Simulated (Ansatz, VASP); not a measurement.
One calculation of Sn, two programs

File POSCAR:

```
Sn
1.0
   -2.9482820713      2.9504023647      1.5888172584
    2.9504023647     -2.9482820713      1.5888172584
    2.9460530987      2.9460530987     -1.5849306448
Sn
2
Direct
    0.0000251473      0.9999748527      0.0000000000
    0.7499748527      0.2500251473      0.5000000000
```

INCAR.step1

```
SYSTEM = Sn
ALGO = Normal
EDIFF = 1E-4
ENCUT = 520
GGA = PE
ISMEAR = 0
LASPH = .TRUE.
LCHARG = .FALSE.
LREAL = .FALSE.
LWAVE = .TRUE.
NBANDS = 21
NELM = 80
PREC = Accurate
SIGMA = 1.0
```

File INCAR.step2:

```
SYSTEM = Sn
ALGO = Normal
EDIFF = 1E-6
ENCUT = 520
ISIF = 2
ISMEAR = 0
ISTART = 1
LASPH = .TRUE.
LCHARG = .FALSE.
LMIXTAU = .TRUE.
LREAL = .FALSE.
LWAVE = .FALSE.
METAGGA = R2SCAN
NBANDS = 21
NELM = 80
PREC = Accurate
SIGMA = 1.0
```

KPOINTS

```
k-points
0
G
  11 11 8
  0 0 0
```

Input for Ansatz:

```yaml
crystal:
  lattice:
    - [-2.9482820713, 2.9504023647, 1.5888172584]
    - [2.9504023647, -2.9482820713, 1.5888172584]
    - [2.9460530987, 2.9460530987, -1.5849306448]
  atoms:
    - { symbol: Sn, position: [2.51473e-05, 0.9999748527, 0.0] }
    - { symbol: Sn, position: [0.7499748527, 0.2500251473, 0.5] }
hamiltonian:
  xc: r2scan
  pseudopotentials:
    kind: paw
    azcp:
      Sn: "pseudopotentials/Sn.paw.azcp"
basis:
  ecutwfc: 500
  fft_grid_basis: typed
kpoints:
  mp_grid: { grid: [11, 11, 8], shift: [0, 0, 0] }
magnetization:
  spin_polarized: false
scf:
  occupations: { method: gaussian, width: 1.0 }
  lower_state_search: "off"
output:
  stress: true
  write_density: true
  write_potential: true
  elf: true
  volumetric_format: npy
```

Alike in both runs: task single point; functional r2SCAN; k mesh 11 × 11 × 8; occupations gaussian, width 1 eV; no spin polarisation.

|  | VASP | Ansatz |
| --- | --- | --- |
| version | VASP 6.6.1 | Ansatz 0.2.0 |
| potentials or method | VASP PAW PBE potentials, release 64 (Sn_d), cutoff 520 eV | plane waves (500 eV) with PAW, scalar-relativistic |
| valence electrons in the cell | 28 | 28 |

|  | VASP | Ansatz | Ansatz less VASP |
| --- | --- | --- | --- |
| pressure (GPa) | 0.8 | 0.8 | +0.01 |
| traceless stress, the component that is largest in VASP (GPa) | -0.08 | -0.07 | +0.003 |

VASP's potentials were made for PBE, not for r2SCAN. With one functional, cell and mesh, what is left measures potentials, basis and numerics.
